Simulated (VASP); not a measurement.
Here is a VASP 6.6.1 calculation.

Contents of INCAR:

```
PREC = Accurate
ENCUT = 520
EDIFF = 1E-6
ISMEAR = -1
SIGMA = 0.1
LREAL = F
LASPH = T
NELM = 100
ALGO = Normal
ISIF = 2
LWAVE = F
LCHARG = F
GGA = CA
NBANDS = 10
```

The input KPOINTS:

```
regular mesh
0
Gamma
  16 16 16
```

POSCAR

```
Ir
1.0
   -1.5505127909      1.5505127909      1.5505127909
    1.5505127909     -1.5505127909      1.5505127909
    1.5505127909      1.5505127909     -1.5505127909
Ir
1
Direct
    0.0000000000      0.0000000000      0.0000000000
```

Potentials or basis: VASP PAW LDA potentials, release 64 (Ir).

The run is started by

```console
$ cat potpaw_LDA.64/Ir/POTCAR > POTCAR
$ mpirun -np 1 vasp_std > vasp.out
```

Q: What does it give for the pressure?

A: -10.8 GPa.
